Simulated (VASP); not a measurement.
Wanted: the native input for a VASP 6.6.1 run.

```
Task                   : single point
Functional             : PBE
Potentials or basis    : VASP PAW PBE potentials, release 64 (Rh_pv)
Cutoff                 : 520 eV
k mesh                 : 10 × 10 × 10
Occupations            : fermi-dirac, width 0.05 eV
Spin                   : no spin polarisation
Dipole correction      : no
Further INCAR settings : ALGO = Normal; EDIFF = 1e-06; NBANDS = 22
```

The structure of Rh lies in POSCAR:

```
Rh
1.0
    0.0000000000      2.5993341490      2.5993341490
    2.5993341490      0.0000000000      2.5993341490
    2.5993341490      2.5993341490      0.0000000000
Rh
2
Direct
   -0.1475000000     -0.1175000000     -0.1175000000
    0.1475000000      0.1175000000      0.1175000000
```

This cell differs from its parent crystal: shortest bond scaled by 0.94.

One way to write it, as run:

INCAR

```
SYSTEM = Rh
PREC = Accurate
ENCUT = 520
EDIFF = 1E-6
ISMEAR = -1
SIGMA = 0.05
LREAL = .FALSE.
LASPH = .TRUE.
NELM = 60
ALGO = Normal
ISIF = 2
LWAVE = .FALSE.
LCHARG = .TRUE.
GGA = PE
LELF = .TRUE.
LVHAR = .TRUE.
NBANDS = 22
```

KPOINTS

```
regular mesh
0
G
  10 10 10
  0 0 0
```

Potentials or basis: VASP PAW PBE potentials, release 64 (Rh_pv).

Run with:

```sh
$ cat potpaw_PBE.64/Rh_pv/POTCAR > POTCAR
$ mpirun -np 1 vasp_std > vasp.out
```

It gave:

| Property | Result |
| --- | --- |
| Pressure | 38.1 GPa |
| Largest force | 3.257 eV/Å |
| Band gap on the k mesh | zero (band 15 reaches 9.58 eV, above the bottom of band 16 at 8.20 eV) |

Caveat: the cell differs from its parent crystal (shortest bond scaled by 0.94); forces of over 1 eV/Å act on the atoms, so gaps and moduli don't describe the material at rest.

It took 72 s on 1 thread of Intel Xeon 6975P-C, on a shared host, peak memory 0.2 GiB.
